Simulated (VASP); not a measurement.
# Al2Cu (Fm-3m) in VASP: a series of runs, part 3 of 3

VASP 6.6.1. The steps go on from the part before.

### Step 5. Vibrations by perturbation theory, PBE (phonons at volume x 1.02)

Input file INCAR:

```
PREC = Accurate
ENCUT = 520
EDIFF = 1E-8
ISMEAR = -1
SIGMA = 0.15
LREAL = False
LASPH = True
NELM = 100
ALGO = Fast
ISIF = 2
LWAVE = False
LCHARG = False
GGA = PE
NBANDS = 16
IBRION = 8
NSW = 1
```

Input file KPOINTS:

```
Automatic mesh
0
Gamma
  14 14 14
```

Input file POSCAR:

```
Al2Cu
1.0
   -2.0588240908      2.0588240908      2.9116169517
    2.0588240908     -2.0588240908      2.9116169517
    2.0588240908      2.0588240908     -2.9116169517
Al Cu
2 1
Direct
    0.7500000000      0.2500000000      0.5000000000
    0.2500000000      0.7500000000      0.5000000000
    0.5000000000      0.5000000000      0.0000000000
```

Potentials or basis: VASP PAW PBE potentials, release 64 (Al, Cu).

Command:

```console
cat potpaw_PBE.64/Al/POTCAR potpaw_PBE.64/Cu/POTCAR > POTCAR
mpirun -np 1 vasp_std > vasp.out
```

OUTCAR:

```text
PREC = Accurate
   ENCUT = 520
   EDIFF = 1E-8
   ISMEAR = -1
   LREAL = False
   LASPH = True
   NELM = 100
   ISIF = 2
   GGA = PE
   IBRION = 8
   NSW = 1

 ion  position               nearest neighbor table
   1  0.750  0.250  0.500-   3 2.52   3 2.52   3 2.52   3 2.52   2 2.91   2 2.91   2 2.91   2 2.91
                             2 2.91   2 2.91
   2  0.250  0.750  0.500-   3 2.52   3 2.52   3 2.52   3 2.52   1 2.91   1 2.91   1 2.91   1 2.91
                             1 2.91   1 2.91
   3  0.500  0.500  0.000-   2 2.52   1 2.52   1 2.52   2 2.52   1 2.52   2 2.52   2 2.52   1 2.52

  LATTYP: Found a face centered cubic cell.
 ALAT       =     5.8232339034

  Lattice vectors:

 A1 = (   2.0588240908,  -2.0588240908,  -2.9116169517)
 A2 = (   2.0588240908,   2.0588240908,  -2.9116169517)
 A3 = (   4.1176481816,   0.0000000000,   0.0000000000)

Analysis of symmetry for initial positions (statically):
=====================================================================
 Subroutine PRICEL returns:
 Original cell was already a primitive cell.

 Routine SETGRP: Setting up the symmetry group for a
 face centered cubic supercell.

 Subroutine GETGRP returns: Found 48 space group operations
 (whereof 48 operations were pure point group operations)
 out of a pool of 48 trial point group operations.

The static configuration has the point symmetry O_h .

Analysis of symmetry for dynamics (positions and initial velocities):
=====================================================================
 Subroutine PRICEL returns:
[... 655 lines left out ...]
  free  energy   TOTEN  =       -11.7753104524 eV

  energy  without entropy=      -11.7100482764  energy(sigma->0) =      -11.74267936

[... ionic steps 2 to 9 ...]

--------------------------------------- Ionic step       10  -------------------------------------------

 Free energy of the ion-electron system (eV)
  ---------------------------------------------------
  ---------------------------------------------------
  free energy    TOTEN  =        -0.24126891 eV

  energy without entropy =       -0.24126891

------------------------ aborting loop because EDIFF is reached ----------------------------------------

 INTERNAL STRAIN TENSOR  FOR ION    3  DIRECTION 1   (eV/Angst):
 -----------------------------------------------------------------------------
    -0.00950  0.00000  0.00000
     0.00000  0.01194  0.00000
     0.00000  0.00000  0.00458

 INTERNAL STRAIN TENSOR FOR ION    3 for displacements in x,y,z  (eV/Angst):
          X           Y           Z          XY          YZ          ZX
  --------------------------------------------------------------------------------
  x     0.00000     0.00000     0.00000     0.00000     0.00000     0.00000
  y     0.00000     0.00000     0.00000     0.00000     0.00000     0.00000
  z     0.00000     0.00000     0.00000     0.00000     0.00000     0.00000

 SECOND DERIVATIVES (NOT SYMMETRIZED)
 ------------------------------------
               1X          1Y          1Z          2X          2Y          2Z          3X          3Y          3Z
  1X    -5.035647    0.000000    0.000000    1.789332    0.000000    0.000000    3.246314    0.000000    0.000000
  1Y     0.000000   -5.035647   -0.000000    0.000000    1.789332   -0.000000    0.000000    3.246314    0.000000
  1Z    -0.000000   -0.000000   -5.035647    0.000000   -0.000000    1.789332    0.000000    0.000000    3.246314
  2X     1.789332    0.000000    0.000000   -5.035647    0.000000    0.000000    3.246314    0.000000    0.000000
  2Y     0.000000    1.789332   -0.000000    0.000000   -5.035647   -0.000000    0.000000    3.246314    0.000000
  2Z     0.000000   -0.000000    1.789332   -0.000000   -0.000000   -5.035647    0.000000    0.000000    3.246314
  3X     3.243309    0.000000    0.000000    3.243309    0.000000    0.000000   -6.486618    0.000000    0.000000
  3Y     0.000000    3.243309    0.000000    0.000000    3.243309    0.000000    0.000000   -6.486618    0.000000
  3Z     0.000000   -0.000000    3.243309    0.000000   -0.000000    3.243309    0.000000    0.000000   -6.486618

 Eigenvectors and eigenvalues of the dynamical matrix
 ----------------------------------------------------

   1 f  =    7.862712 THz    49.402876 2PiTHz  262.271839 cm-1    32.517549 meV
             X         Y         Z           dx          dy          dz
      0.000000  2.058824  1.455808     0.000001    0.707107   -0.000000
      2.058824  0.000000  1.455808    -0.000001   -0.707107    0.000000
      0.000000  0.000000  2.911617    -0.000000    0.000000    0.000000
[... 43 lines left out ...]
   9 f/i=    0.001701 THz     0.010690 2PiTHz    0.056749 cm-1     0.007036 meV
             X         Y         Z           dx          dy          dz
      0.000000  2.058824  1.455808    -0.431745    0.206461    0.021561
      2.058824  0.000000  1.455808    -0.431745    0.206461    0.021561
      0.000000  0.000000  2.911617    -0.662893    0.316996    0.033104

--------------------------------------------------------------------------------------------------------

 ELASTIC MODULI CONTR FROM IONIC RELAXATION (kBar)
 Direction    XX          YY          ZZ          XY          YZ          ZX
 --------------------------------------------------------------------------------
 XX        -164.2601    164.2601      0.0000     -0.0000      0.0000      0.0000
 YY         164.2601   -164.2601     -0.0000      0.0000     -0.0000     -0.0000
 ZZ           0.0000     -0.0000     -0.0000     -0.0000     -0.0000     -0.0000
 XY          -0.0000      0.0000     -0.0000     -0.0000     -0.0000     -0.0000
 YZ           0.0000     -0.0000     -0.0000     -0.0000   -164.2601     -0.0000
 ZX           0.0000     -0.0000     -0.0000     -0.0000     -0.0000   -164.2601
 --------------------------------------------------------------------------------
```

OSZICAR:

```text
N       E                     dE             d eps       ncg     rms          rms(c)
DAV:   1     0.615044945136E+02    0.61504E+02   -0.67785E+03  3344   0.111E+03
[... 51 lines left out ...]
RMM:   9    -0.241310052497E+00    0.31574E-04   -0.30053E-07 22121   0.394E-03    0.217E-03
RMM:  10    -0.241303501155E+00    0.65513E-05   -0.44881E-08 23980   0.152E-03    0.179E-03
RMM:  11    -0.241288327307E+00    0.15174E-04   -0.18360E-08 23404   0.818E-04    0.103E-03
RMM:  12    -0.241273957597E+00    0.14370E-04   -0.18071E-08 23836   0.845E-04    0.268E-04
RMM:  13    -0.241270563901E+00    0.33937E-05   -0.34984E-09 24793   0.328E-04    0.875E-05
RMM:  14    -0.241268902309E+00    0.16616E-05   -0.21817E-09 24684   0.117E-04    0.682E-06
RMM:  15    -0.241268911960E+00   -0.96516E-08   -0.20686E-09 25401   0.756E-05    0.212E-06
 Linear response finished
```

stdout:

```text
POSCAR found type information on POSCAR AlCu
 POSCAR found :  2 types and       3 ions
 scaLAPACK will be used
 LDA part: xc-table for (Slater+PW92), standard interpolation
 POSCAR, INCAR and KPOINTS ok, starting setup
 FFT: planning ... GRIDC
 FFT: planning ... GRID_SOFT
 FFT: planning ... GRID
 WAVECAR not read
 entering main loop
 Linear response reoptimize wavefunctions to high precision
 Linear response DOF=           2
 Linear response progress:
 first order change of Fermi-energy   0.98453E-05
 force on displaced ion       1 direction 1 :  -5.036  -0.000   0.001
 Linear response progress:
 first order change of Fermi-energy   0.10594E-04
 force on displaced ion       3 direction 1 :  -6.487   0.000  -0.000
 Linear response finished
```

It took 7 min on 1 thread of Intel Xeon 6975P-C (Granite Rapids), shared host; peak memory 1.2 GiB.

Results:

| Item | Value |
| --- | --- |
| Highest phonon frequency at Γ, LO-TO splitting left out | 262 cm⁻¹ |

Phonon frequencies in cm⁻¹ (negative: imaginary):
```csv
q point,frequencies
"(0.000, 0.000, 0.000)",0 0 0 246 246 246 262 262 262
```

Caveat: the cell differs from its parent crystal (phonons at volume x 1.02); the cell wasn't relaxed at this level first, which shifts response properties.
